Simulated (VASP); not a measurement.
# PbI2 (CdI2 type) (P-3m1) in VASP: further runs, part 2 of 2

VASP 6.6.1.

## 3. Electric field gradients, PBE

INCAR reads:

```
ALGO     = Normal         # electronic algorithm
EDIFF    = 1E-8           # SCF threshold, eV
ENCUT    = 400            # plane-wave cutoff, eV
GGA      = PE             # functional
GGA_COMPAT= F            
ISIF     = 2              # what is computed and relaxed
ISMEAR   = -1             # smearing method
LASPH    = T              # aspherical terms in the spheres
LCHARG   = F              # write CHGCAR
LEFG     = T            
LREAL    = F              # projectors in reciprocal space
LWAVE    = F              # write WAVECAR
NBANDS   = 21             # bands
NELM     = 120            # most SCF steps
PREC     = Accurate       # precision mode
SIGMA    = 0.03           # smearing width, eV
```

KPOINTS reads:

```
k-points
0
Gamma
  11 11 6
```

POSCAR reads:

```
PbI2
1.0
    4.6772877255      0.0000000000      0.0000000000
   -2.3386438628      4.0506499911      0.0000000000
    0.0000000000      0.0000000000      7.8496382030
Pb I
1 2
Direct
    0.0000000000      0.0000000000      0.0000000000
    0.3333333333      0.6666666667      0.2366177030
    0.6666666667      0.3333333333      0.7633822970
```

Potentials or basis: VASP PAW PBE potentials, release 64 (Pb_d, I).

Launch:

```bash
$ cat potpaw_PBE.64/Pb_d/POTCAR potpaw_PBE.64/I/POTCAR > POTCAR
$ mpirun -np 1 vasp_std > vasp.out
```

OUTCAR:

```text
EDIFF = 1E-8
   ENCUT = 400
   GGA = PE
   ISIF = 2
   ISMEAR = -1
   LASPH = T
   LREAL = F
   NELM = 120
   PREC = Accurate

 ion  position               nearest neighbor table
   1  0.000  0.000  0.000-   2 3.28   3 3.28   3 3.28   2 3.28   3 3.28   2 3.28
   2  0.333  0.667  0.237-   1 3.28   1 3.28   1 3.28
   3  0.667  0.333  0.763-   1 3.28   1 3.28   1 3.28

  LATTYP: Found a hexagonal cell.
 ALAT       =     4.6772877255
 C/A-ratio  =     1.6782457406

  Lattice vectors:

 A1 = (   4.6772877255,   0.0000000000,   0.0000000000)
 A2 = (  -2.3386438628,   4.0506499911,   0.0000000000)
 A3 = (   0.0000000000,   0.0000000000,   7.8496382030)

Analysis of symmetry for initial positions (statically):
=====================================================================
 Subroutine PRICEL returns:
 Original cell was already a primitive cell.

 Routine SETGRP: Setting up the symmetry group for a
 hexagonal supercell.

 Subroutine GETGRP returns: Found 12 space group operations
 (whereof 12 operations were pure point group operations)
 out of a pool of 24 trial point group operations.

The static configuration has the point symmetry D_3d.

Analysis of symmetry for dynamics (positions and initial velocities):
=====================================================================
 Subroutine PRICEL returns:
 Original cell was already a primitive cell.

 Routine SETGRP: Setting up the symmetry group for a
 hexagonal supercell.

 Subroutine GETGRP returns: Found 12 space group operations
 (whereof 12 operations were pure point group operations)
 out of a pool of 24 trial point group operations.

The dynamic configuration has the point symmetry D_3d.

 Subroutine INISYM returns: Found 12 space group operations
 (whereof 12 operations are pure point group operations),
 and found     1 'primitive' translations

----------------------------------------------------------------------------------------

                                     Primitive cell

  volume of cell :     148.7197

  direct lattice vectors                    reciprocal lattice vectors
     4.677287726  0.000000000  0.000000000     0.213799120  0.123436980  0.000000000
    -2.338643863  4.050649991  0.000000000     0.000000000  0.246873959  0.000000000
     0.000000000  0.000000000  7.849638203     0.000000000  0.000000000  0.127394406

  length of vectors
     4.677287726  4.677287726  7.849638203     0.246873959  0.246873959  0.127394406

  position of ions in fractional coordinates (direct lattice)
     0.000000000  0.000000000  0.000000000
     0.333333333  0.666666667  0.236617703
     0.666666667  0.333333333  0.763382297

  ion indices of the primitive-cell ions
   primitive index   ion index
                 1           1
                 2           2
                 3           3

----------------------------------------------------------------------------------------

 KPOINTS: k-points
[... 71 lines left out ...]
   NSW    =      0    number of steps for IOM
   IBRION =     -1    ionic relax: 0-MD 1-quasi-New 2-CG
   NFREE  =      0    steps in history (QN), initial steepest desc. (CG)
   ISIF   =      2    stress and relaxation
   ISYM   =      2    0-nonsym 1-usesym 2-fastsym
   POTIM  = 0.5000    time-step for ionic-motion
   TEBEG  =    0.0;   TEEND  =   0.0 temperature during run
   PSTRESS=    0.0 pullay stress
   NELECT =      28.0000    total number of electrons
   NUPDOWN=      -1.0000    fix difference up-down
   EMIN   =  10.00;   EMAX   =-10.00  energy-range for DOS
   EFERMI =   0.00;   METHOD = LEGACY
   ISMEAR =    -1;   SIGMA  =   0.03  broadening in eV -4-tet -1-fermi 0-gaus
   EFERMI_NEDOS =   21; number of points for ismear=-14 and -15
   IALGO  =     38    algorithm
   IMIX   =      4    mixing-type and parameters
     AMIX     =   0.40;   BMIX     =  1.00
     AMIX_MAG =   1.60;   BMIX_MAG =  1.00
  volume/ion in A,a.u.               =      49.57       334.54
  Fermi-wavevector in a.u.,A,eV,Ry     =   0.938292  1.773115 11.978459  0.880392
  Thomas-Fermi vector in A             =   2.065489
   LORBIT       =      0    0 simple, 1 ext, 2 COOP (PROOUT), +10 PAW based schemes
   GGA     = PE    functional components
   LHFCALC =     F    Hartree Fock is set to
   AEXX    =    0.0000 exact exchange contribution
   IVDW    =     0    specifies the selected vdW correction
   LEPSILON=     F    determine dielectric tensor
   LRPA    =     F    only Hartree local field effects (RPA)
 non-spin polarized calculation
  energy-cutoff  :      400.00
  volume of cell :      148.72
 maximum number of plane-waves:      2738
 NGX is ok and might be reduce to    32
   NGX = 15   NGY = 15   NGZ = 25

 number of electron      28.0000006 magnetization

 Free energy of the ion-electron system (eV)
  ---------------------------------------------------
  ext. energy  EPLUGINS =         0.00000000
  ---------------------------------------------------
  free energy    TOTEN  =        -8.62212400 eV

  energy without entropy =       -8.62212400  energy(sigma->0) =       -8.62212400

 E-fermi :   1.6549     XC(G=0):  -7.3064

 val. band max:        0.9832223068   @ k =   0.1818  -0.0000   0.3333
 cond. band min:       3.4168881296   @ k =   0.0000   0.0000   0.5000
 fundamental gap:      2.4336658228
 Fermi energy:         1.6549001001

 k-point     1 :       0.0000    0.0000    0.0000
  band No.  band energies     occupation
      1     -14.9267      2.00000
      2     -14.9267      2.00000
      3     -14.9215      2.00000
      4     -14.9130      2.00000
      5     -14.9130      2.00000
      6     -10.6338      2.00000
[... 565 lines left out ...]
     20       9.2444      0.00000
     21      10.0965      0.00000

 [... further k-points ...]
[... 5 lines left out ...]
  --------------------------------------------------------------------------------------
  -------------------------------------------------------------------------------------
  Total       -0.0343358     -0.0343358     -0.0215211      0.0000000      0.0000000      0.0000000
  in kB       -0.3699041     -0.3699041     -0.2318502      0.0000000      0.0000000      0.0000000
  external PRESSURE =      -0.3238861 kB  Pullay stress =       0.0000000 kB

 VOLUME and BASIS-vectors are now :
 -----------------------------------------------------------------------------
  energy-cutoff  :      400.00
  volume of cell :      148.72
      direct lattice vectors                 reciprocal lattice vectors
     4.677287726  0.000000000  0.000000000     0.213799120  0.123436980  0.000000000
    -2.338643863  4.050649991  0.000000000     0.000000000  0.246873959  0.000000000
     0.000000000  0.000000000  7.849638203     0.000000000  0.000000000  0.127394406

 POSITION                                       TOTAL-FORCE (eV/Angst)
 -----------------------------------------------------------------------------------
      0.00000      0.00000      0.00000        -0.000000      0.000000      0.000000
     -0.00000      2.70043      1.85736         0.000000      0.000000     -0.000002
      2.33864      1.35022      5.99227         0.000000      0.000000      0.000002
 -----------------------------------------------------------------------------------
    total drift:                                0.000000     -0.000000      0.000000

  FREE ENERGIE OF THE ION-ELECTRON SYSTEM (eV)
  ---------------------------------------------------
  free  energy   TOTEN  =        -8.6221239985 eV

  energy  without entropy=       -8.6221239985  energy(sigma->0) =       -8.62212400

 Electric field gradients (V/A^2)
---------------------------------------------------------------------
 ion       V_xx      V_yy      V_zz      V_xy      V_xz      V_yz
---------------------------------------------------------------------
   1      -9.847    -9.845    19.692     0.001    -0.000     0.000
   2       4.852     4.852    -9.704    -0.000    -0.000     0.000
   3       4.852     4.852    -9.704    -0.000    -0.000     0.000
---------------------------------------------------------------------

 Electric field gradients after diagonalization (V/A^2)
 (convention: |V_zz| > |V_xx| > |V_yy|)
----------------------------------------------------------------------
 ion       V_xx      V_yy      V_zz     asymmetry (V_yy - V_xx)/ V_zz
----------------------------------------------------------------------
   1      -9.848    -9.844    19.692       0.000
   2       4.852     4.852    -9.704       0.000
   3       4.852     4.852    -9.704       0.000
----------------------------------------------------------------------

           NMR quadrupolar parameters

 Cq : quadrupolar parameter    Cq=e*Q*V_zz/h
 eta: asymmetry parameters     (V_yy - V_xx)/ V_zz
 Q  : nuclear electric quadrupole moment in mb (millibarn)
----------------------------------------------------------------------
 ion       Cq(MHz)       eta       Q (mb)
----------------------------------------------------------------------
   1       0.048       0.000       1.000
   2      -0.023       0.000       1.000
   3      -0.023       0.000       1.000
----------------------------------------------------------------------
```

It took 1.9 min on 1 thread of AMD EPYC 9R45 (Zen 5), shared host; peak memory 0.3 GiB.

What came out:

| Quantity | Value |
| --- | --- |
| Free energy | -8.6221 eV |
| Pressure | 0.0 GPa |
| Band gap on the k mesh | 2.43 eV (least direct gap 2.56 eV) |
| Largest electric field gradient by atom | Pb +19.7; I -9.7 V/Å² |

Electric field gradients, principal values (V/Å²):
| atom | least | middle | greatest (by size) |
| --- | --- | --- | --- |
| 1 Pb | -9.844 | -9.848 | 19.692 |
| 2 I | 4.852 | 4.852 | -9.704 |
| 3 I | 4.852 | 4.852 | -9.704 |

Caveat: without QUAD_EFG the Cq values of the log hold for a quadrupole moment of 1 mb, not for the nuclei; spin-orbit coupling is left out, which moves the levels of the heavy elements; this functional lacks dispersion, which binds layers or chains, so the pressure and a relaxed spacing across them are unreliable. A k mesh can miss the band edges.
